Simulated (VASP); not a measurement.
# BeAl15HN16 (a cell with a defect) in VASP: electric field gradients with PBE

Aim: the electric field gradients of BeAl15HN16 (a cell with a defect) with PBE.

Everything below comes from runs of VASP 6.6.1. Logs are shortened: lines on timing, memory, paths and dates and some standing lists are left out, and cuts for length are marked.

## (1) The cell of the first run

The cell holds a defect, 33 atoms: a = 6.260 Å, b = 6.260 Å, c = 10.035 Å, α = 90.00°, β = 90.00°, γ = 120.00°.

## (2) Electric field gradients, PBE, collinear spin

Input file INCAR:

```
PREC = Accurate ; ENCUT = 520
EDIFF = 1E-8 ; ISMEAR = 0
SIGMA = 0.01 ; LREAL = Auto
LASPH = T ; NELM = 150
ALGO = Normal ; ISIF = 2
LWAVE = F ; LCHARG = F
ISPIN = 2 ; MAGMOM = 0 0 0 0 0 0 0 0 0 0 0 0 0 0 0 0 0.01 0.04 0.06 0.06 0.07 0.06 0.04 0.03 0.08 0.05 0.05 0.05 0.04 0.04 0.06 0.06 0
LORBIT = 11 ; NUPDOWN = 1.0
GGA = PE ; LEFG = T
NELECT = 127.0 ; NBANDS = 90
```

Input file KPOINTS:

```
Automatic mesh
0
Gamma
  1 1 1
  0.25 0.25 0.25
```

Input file POSCAR:

```
BeAl15HN16
1.0
    6.2595139128      0.0000000578      0.0000000000
   -3.1297570064      5.4208980350      0.0000000000
    0.0000000000      0.0000000000     10.0348065929
Al Be N H
15 1 16 1
Direct
    0.3315826614      0.1686534291      0.2408502377
    0.3294516374      0.1703717438      0.7462393612
    0.1644578708      0.3363043278      0.9979602582
    0.3298066318      0.6607338756      0.2529729702
    0.1532551953      0.8182073304      0.5052049636
    0.3321233630      0.6665138083      0.7479424337
    0.1658432198      0.8340111604      0.9978172856
    0.8380681747      0.1693809754      0.2527182754
    0.6799276847      0.3456354251      0.5045127895
    0.8342051789      0.1687258486      0.7477667662
    0.6659984434      0.3345088216      0.9980270723
    0.8332346401      0.6665114175      0.2484995849
    0.6648971989      0.8325454588      0.5008644202
    0.8313907177      0.6697764113      0.7524982167
    0.6640408338      0.8361724862      1.0010805833
    0.1370116244      0.3581336210      0.5137142057
    0.3570731578      0.1423635653      0.4305194001
    0.1673297107      0.3327943927      0.1885497125
    0.3304651758      0.1707025260      0.9393962696
    0.1663652542      0.3355403700      0.6832769509
    0.3217144311      0.6520152802      0.4455076750
    0.1682651606      0.8305253702      0.1893413191
    0.3317457311      0.6700047129      0.9389479147
    0.1649403037      0.8334285218      0.6924614329
    0.8477826862      0.1780375284      0.4455872771
    0.6702214569      0.3325071605      0.1889771641
    0.8315071172      0.1698914984      0.9389645146
    0.6676688678      0.3364248075      0.6924030244
    0.8305795856      0.6691406653      0.4392122065
    0.6665532384      0.8335890533      0.1932117476
    0.8301756450      0.6708194619      0.9423923389
    0.6677367989      0.8347034443      0.6910041146
    0.4481826030      0.0477235006      0.3998235128
```

Potentials or basis: VASP PAW PBE potentials, release 64 (Al, Be, N, H).

Run with:

```console
cat potpaw_PBE.64/Al/POTCAR potpaw_PBE.64/Be/POTCAR potpaw_PBE.64/N/POTCAR potpaw_PBE.64/H/POTCAR > POTCAR
mpirun -np 1 vasp_std > vasp.out
```

OUTCAR:

```text
PREC = Accurate
   ENCUT = 520
   EDIFF = 1E-8
   ISMEAR = 0
   LREAL = Auto
   LASPH = T
   NELM = 150
   ISIF = 2
   ISPIN = 2
   LORBIT = 11
   NUPDOWN = 1.0
   GGA = PE
   NELECT = 127.0

 ion  position               nearest neighbor table
   1  0.332  0.169  0.241-  18 1.86  22 1.90  26 1.91  17 1.92  33 2.05  11 3.04   3 3.04   7 3.04
                             4 3.09   8 3.09  12 3.13  12 3.13   8 3.17   4 3.18   9 3.25   5 3.26
   2  0.329  0.170  0.746-  20 1.89  24 1.90  28 1.91  19 1.94   9 3.08   5 3.08  10 3.09   6 3.10
                             3 3.10   7 3.11  11 3.12  14 3.13  14 3.13   6 3.16  10 3.16
   3  0.164  0.336  0.998-  19 1.89  27 1.90  23 1.90  18 1.91   1 3.04   6 3.08  10 3.08   2 3.10
                             4 3.11   8 3.11   7 3.11  11 3.11  15 3.13  15 3.13  11 3.15   7 3.15
   4  0.330  0.661  0.253-  18 1.89  22 1.91  30 1.92  21 1.93   8 3.08  13 3.08   1 3.09   3 3.11
                            15 3.11   5 3.11  12 3.13  12 3.13   7 3.15   1 3.18   8 3.18
   5  0.153  0.818  0.505-  29 1.87  24 1.88  21 1.91  17 1.93  33 1.98  16 2.83   9 2.96   6 3.03
                            14 3.03   2 3.08  13 3.10  12 3.11   4 3.11  13 3.16   1 3.26   9 3.30
   6  0.332  0.667  0.748-  24 1.89  32 1.91  20 1.91  23 1.92   5 3.03  13 3.07   3 3.08   7 3.09
                             2 3.10  15 3.11  14 3.12  10 3.12  10 3.14  14 3.14   2 3.16
   7  0.166  0.834  0.998-  23 1.88  31 1.90  19 1.92  22 1.92   1 3.04  14 3.06   6 3.09  12 3.09
                             3 3.11  15 3.11   2 3.11  11 3.13  11 3.13   4 3.15  15 3.15   3 3.15
   8  0.838  0.169  0.253-  18 1.90  26 1.90  30 1.92  25 1.94   4 3.08  13 3.09   1 3.09  15 3.11
                             3 3.11   9 3.11  12 3.13  12 3.13  11 3.14   1 3.17   4 3.18
   9  0.680  0.346  0.505-  29 1.87  28 1.89  25 1.91  17 1.92  33 2.00  16 2.82   5 2.96  10 3.03
                            14 3.05   2 3.08  13 3.10  12 3.10   8 3.11  13 3.17   1 3.25   5 3.30
  10  0.834  0.169  0.748-  28 1.90  32 1.90  20 1.91  27 1.92  16 2.88   9 3.03  13 3.08   3 3.08
                             2 3.09  11 3.10  14 3.11   6 3.12  15 3.12   6 3.14  14 3.15   2 3.16
  11  0.666  0.335  0.998-  27 1.89  31 1.91  19 1.91  26 1.92   1 3.04  14 3.06  12 3.09  10 3.10
                            15 3.11   3 3.11   2 3.12   7 3.13   7 3.13   8 3.14   3 3.15  15 3.15
  12  0.833  0.667  0.248-  30 1.89  26 1.91  22 1.91  29 1.91  15 3.09  11 3.09   7 3.09   9 3.10
                             5 3.11  13 3.11   4 3.13   8 3.13   1 3.13   1 3.13   8 3.13   4 3.13
  13  0.665  0.833  0.501-  29 1.89  32 1.91  21 1.94  25 1.95   6 3.07  10 3.08   4 3.08   8 3.09
                            14 3.09   9 3.10   5 3.10  12 3.11   5 3.16   9 3.17
  14  0.831  0.670  0.752-  32 1.89  28 1.91  31 1.91  24 1.91   5 3.03   9 3.05   7 3.06  11 3.06
                            15 3.08  13 3.09  10 3.11   6 3.12   2 3.13   2 3.13   6 3.14  10 3.15
  15  0.664  0.836  0.001-  31 1.89  23 1.91  27 1.91  30 1.93  14 3.08  12 3.09   8 3.11   4 3.11
                             7 3.11   6 3.11  11 3.11  10 3.12   3 3.13   3 3.13  11 3.15   7 3.15
  16  0.137  0.358  0.514-  25 1.72  20 1.72  21 1.75   9 2.82   5 2.83  10 2.88
  17  0.357  0.142  0.431-  33 1.05   9 1.92   1 1.92   5 1.93
  18  0.167  0.333  0.189-   1 1.86   4 1.89   8 1.90   3 1.91
  19  0.330  0.171  0.939-   3 1.89  11 1.91   7 1.92   2 1.94
  20  0.166  0.336  0.683-  16 1.72   2 1.89   6 1.91  10 1.91
  21  0.322  0.652  0.446-  16 1.75   5 1.91   4 1.93  13 1.94
  22  0.168  0.831  0.189-   1 1.90   4 1.91  12 1.91   7 1.92
[... 9 lines left out ...]
  32  0.668  0.835  0.691-  14 1.89  10 1.90   6 1.91  13 1.91
  33  0.448  0.048  0.400-  17 1.05   5 1.98   9 2.00   1 2.05

  LATTYP: Found a hexagonal cell.
 ALAT       =     6.2595139128
 C/A-ratio  =     1.6031287306

  Lattice vectors:

 A1 = (   6.2595139128,   0.0000000578,   0.0000000000)
 A2 = (  -3.1297570064,   5.4208980350,   0.0000000000)
 A3 = (   0.0000000000,   0.0000000000,  10.0348065929)

Analysis of symmetry for initial positions (statically):
=====================================================================
 Subroutine PRICEL returns:
 Original cell was already a primitive cell.

 Routine SETGRP: Setting up the symmetry group for a
 hexagonal supercell.

 Subroutine GETGRP returns: Found  1 space group operations
 (whereof  1 operations were pure point group operations)
 out of a pool of 24 trial point group operations.

The static configuration has the point symmetry C_1 .

Analysis of symmetry for dynamics (positions and initial velocities):
=====================================================================
 Subroutine PRICEL returns:
 Original cell was already a primitive cell.

 Routine SETGRP: Setting up the symmetry group for a
 hexagonal supercell.

 Subroutine GETGRP returns: Found  1 space group operations
 (whereof  1 operations were pure point group operations)
 out of a pool of 24 trial point group operations.

The dynamic configuration has the point symmetry C_1 .

Analysis of structural, dynamic, and magnetic symmetry:
[... 205 lines left out ...]
 val. band max:        5.2384839255   @ k =  -0.2500   0.5000   0.2500
 cond. band min:       5.3557357016   @ k =  -0.2500  -0.2500   0.2500
 fundamental gap:      0.1172517761
 Fermi energy:         5.3341835080

 spin component 1

 k-point     1 :       0.2500    0.2500    0.2500
  band No.  band energies     occupation
      1      -9.8046      1.00000
      2      -8.7107      1.00000
      3      -8.3715      1.00000
      4      -8.1273      1.00000
      5      -8.0438      1.00000
      6      -7.8082      1.00000
[... 457 lines left out ...]
     74      12.5023      0.00000
     75      12.6802      0.00000
 Fermi energy:         5.2432531430

 spin component 2

 k-point     1 :       0.2500    0.2500    0.2500
  band No.  band energies     occupation
      1      -9.7738      1.00000
      2      -8.6485      1.00000
      3      -8.3089      1.00000
      4      -8.0553      1.00000
      5      -7.9783      1.00000
      6      -7.7435      1.00000
[... 457 lines left out ...]
     74      12.5219      0.00000
     75      12.7043      0.00000
 [bands above 75 left out]

------------------------ aborting loop because EDIFF is reached ----------------------------------------

  FORCE on cell =-STRESS in cart. coord.  units (eV):
  Direction    XX          YY          ZZ          XY          YZ          ZX
  --------------------------------------------------------------------------------------
  -------------------------------------------------------------------------------------
  Total      -10.9342638    -13.1793095     -8.5260550     -1.8831028      0.7341836     -0.6015598
  in kB      -51.4492765    -62.0129486    -40.1178688     -8.8606129      3.4545732     -2.8305349
  external PRESSURE =     -51.1933647 kB  Pullay stress =       0.0000000 kB

 VOLUME and BASIS-vectors are now :
 -----------------------------------------------------------------------------
  energy-cutoff  :      520.00
  volume of cell :      340.50
      direct lattice vectors                 reciprocal lattice vectors
     6.259513913  0.000000058  0.000000000     0.159756813  0.092235641  0.000000000
    -3.129757006  5.420898035  0.000000000    -0.000000002  0.184471279  0.000000000
     0.000000000  0.000000000 10.034806593     0.000000000  0.000000000  0.099653141

 POSITION                                       TOTAL-FORCE (eV/Angst)
 -----------------------------------------------------------------------------------
      1.54770      0.91425      2.41689         0.133227     -0.068940     -0.013193
      1.52898      0.92357      7.48837         0.187423     -0.019693      0.075113
     -0.02312      1.82307     10.01434        -0.062885      0.050645      0.007424
     -0.00351      3.58177      2.53853         0.108511     -0.013894     -0.040033
     -1.60149      4.43542      5.06963        -0.116721      0.177046     -0.041044
     -0.00710      3.61310      7.50546         0.112044     -0.033258     -0.027756
[... 25 lines left out ...]
      1.56729      4.52484      6.93409        -0.253997      0.046606      0.015490
      2.65604      0.25870      4.01215         0.148753     -0.070032     -0.041146
 -----------------------------------------------------------------------------------
    total drift:                               -0.011438      0.009002      0.014631

  FREE ENERGIE OF THE ION-ELECTRON SYSTEM (eV)
  ---------------------------------------------------
  free  energy   TOTEN  =      -247.8075266895 eV

  energy  without entropy=     -247.8075266895  energy(sigma->0) =     -247.80752669

 Electric field gradients (V/A^2)
---------------------------------------------------------------------
 ion       V_xx      V_yy      V_zz      V_xy      V_xz      V_yz
---------------------------------------------------------------------
   1     -10.128    -4.226    14.354     5.804    -7.571     4.297
   2      -4.150    -3.139     7.289     2.274    -3.004     1.323
   3      -2.916    -1.171     4.087     0.677    -0.454     0.079
   4       1.227    -4.148     2.921     1.264    -0.186    -0.850
   5      -4.167    10.946    -6.779    -4.767    -3.315    -4.999
   6      -2.102    -1.988     4.090     1.128    -0.161    -1.934
[... 25 lines left out ...]
  32      -2.065    -2.506     4.571     0.201     1.235    -1.364
  33      14.142    -4.196    -9.946   -16.734   -10.888     6.349
---------------------------------------------------------------------

 Electric field gradients after diagonalization (V/A^2)
 (convention: |V_zz| > |V_xx| > |V_yy|)
----------------------------------------------------------------------
 ion       V_xx      V_yy      V_zz     asymmetry (V_yy - V_xx)/ V_zz
----------------------------------------------------------------------
   1     -16.169    -0.670    16.839       0.920
   2      -6.699    -1.381     8.080       0.658
   3      -3.176    -0.941     4.117       0.543
   4       3.089     1.425    -4.514       0.369
   5     -11.151    -1.975    13.126       0.699
   6      -3.399    -1.287     4.686       0.451
[... 25 lines left out ...]
  32      -2.997    -2.024     5.021       0.194
  33     -14.191   -14.026    28.217       0.006
----------------------------------------------------------------------

           NMR quadrupolar parameters

 Cq : quadrupolar parameter    Cq=e*Q*V_zz/h
 eta: asymmetry parameters     (V_yy - V_xx)/ V_zz
 Q  : nuclear electric quadrupole moment in mb (millibarn)
----------------------------------------------------------------------
 ion       Cq(MHz)       eta       Q (mb)
----------------------------------------------------------------------
   1       0.041       0.920       1.000
   2       0.020       0.658       1.000
   3       0.010       0.543       1.000
   4      -0.011       0.369       1.000
   5       0.032       0.699       1.000
   6       0.011       0.451       1.000
[... 25 lines left out ...]
  32       0.012       0.194       1.000
  33       0.068       0.006       1.000
----------------------------------------------------------------------

 total charge

# of ion       s       p       d       tot
------------------------------------------
    1        0.374   0.429   0.000   0.803
    2        0.369   0.417   0.000   0.786
    3        0.372   0.427   0.000   0.798
    4        0.370   0.417   0.000   0.787
    5        0.374   0.433   0.000   0.807
    6        0.371   0.422   0.000   0.793
[... 25 lines left out ...]
   32        1.233   2.597   0.000   3.830
   33        0.615   0.093   0.000   0.708
--------------------------------------------------
tot         26.320  48.548   0.000  74.869

 magnetization (x)

# of ion       s       p       d       tot
------------------------------------------
    1       -0.001  -0.000   0.000  -0.001
    2       -0.001   0.001   0.000   0.001
    3       -0.001   0.001   0.000   0.000
    4       -0.001   0.003   0.000   0.002
    5       -0.001   0.001   0.000   0.000
    6       -0.001   0.001   0.000   0.000
[... 25 lines left out ...]
   32        0.001   0.055   0.000   0.056
   33       -0.000   0.000   0.000   0.000
--------------------------------------------------
tot          0.001   0.720   0.000   0.722
```

It took 18 min on 1 thread of Intel Xeon Platinum 8259CL at 2.50GHz (Skylake/Cascade Lake), shared host; peak memory 0.71 GiB.

Results:

* Free energy: -247.8075 eV
* Largest force: 0.344 eV/Å
* Net moment: 1.00 μB per cell
* Site moments: Al -0.00, +0.00 (each value once); Be +0.01; N +0.02, +0.04, +0.06, +0.07, +0.05, +0.03 (each value once); H +0.00 μB
* Largest electric field gradient by atom: Al +16.8, +8.1, +4.1, -4.5, +13.1, +4.7, -6.2, +3.6, +11.0, +4.8, -5.3, -4.8, -6.9, -2.7, +3.8; Be +14.8; N +54.4, -3.2, +5.2, +6.6, -9.6, +5.8, +3.5, -2.3, -10.3, +4.5, -2.2, +4.2, -4.2, +1.9, +5.0 (each value once); H +28.2 V/Å²
* Valence electrons inside the program's atomic spheres: Al 0.80, 0.79, 0.81, 0.78 (each value once); Be 1.07; N 3.87, 3.84, 3.81, 3.78, 3.82, 3.83, 3.85 (each value once); H 0.71

Forces on the atoms (eV/Å):
```
Al   0.133 -0.069 -0.013
Al   0.187 -0.020  0.075
Al  -0.063  0.051  0.007
Al   0.109 -0.014 -0.040
Al  -0.117  0.177 -0.041
Al   0.112 -0.033 -0.028
Al  -0.149  0.147  0.058
Al   0.140 -0.030 -0.007
Al  -0.134  0.049  0.048
Al   0.096  0.013 -0.007
Al  -0.134  0.107 -0.013
Al   0.147 -0.031 -0.014
Al  -0.046  0.127 -0.077
Al   0.147 -0.103  0.049
Al  -0.063  0.101  0.004
Be  -0.028  0.159 -0.193
N    0.007 -0.053  0.189
N   -0.232  0.094 -0.021
N    0.162 -0.143 -0.064
N   -0.238  0.064  0.054
N    0.279 -0.057  0.048
N   -0.177  0.059 -0.018
N    0.182 -0.152  0.004
N   -0.161  0.074 -0.017
N    0.108 -0.327  0.009
N   -0.192  0.062  0.047
N    0.178 -0.162  0.010
N   -0.183  0.051 -0.048
N    0.094 -0.086  0.062
N   -0.220  0.087  0.019
N    0.160 -0.119 -0.057
N   -0.254  0.047  0.015
H    0.149 -0.070 -0.041
```

Electric field gradients, principal values (V/Å²):
```csv
atom,least,middle,greatest (by size)
1 Al,-0.670,-16.169,16.839
2 Al,-1.381,-6.699,8.080
3 Al,-0.941,-3.176,4.117
4 Al,1.425,3.089,-4.514
5 Al,-1.975,-11.151,13.126
6 Al,-1.287,-3.399,4.686
7 Al,0.765,5.482,-6.248
8 Al,-0.133,-3.490,3.623
9 Al,-1.377,-9.628,11.005
10 Al,-1.257,-3.590,4.847
11 Al,0.655,4.631,-5.286
12 Al,0.066,4.731,-4.797
13 Al,1.595,5.301,-6.897
14 Al,0.889,1.829,-2.718
15 Al,-0.055,-3.766,3.820
16 Be,-6.797,-8.043,14.840
17 N,-26.487,-27.880,54.368
18 N,0.150,3.060,-3.210
19 N,-1.658,-3.526,5.184
20 N,-1.043,-5.567,6.610
21 N,0.399,9.201,-9.601
22 N,-1.841,-3.993,5.834
23 N,-0.496,-2.976,3.472
24 N,0.377,1.921,-2.297
25 N,1.424,8.840,-10.264
26 N,-1.623,-3.576,5.199
27 N,-1.075,-3.385,4.460
28 N,0.042,2.121,-2.163
29 N,-0.615,-3.624,4.238
30 N,0.304,3.925,-4.228
31 N,-0.786,-1.128,1.914
32 N,-2.024,-2.997,5.021
33 H,-14.026,-14.191,28.217
```

Caveat: the k points lie up to 0.58 Å⁻¹ apart; the cell carries a net charge on a neutralising background, which shifts energy and pressure; the cell is charged against a uniform background, so pressure and absolute levels hang on convention; without QUAD_EFG the Cq values of the log hold for a quadrupole moment of 1 mb, not for the nuclei; the total moment is fixed, so each spin has its own Fermi level and the state may be an excited one.
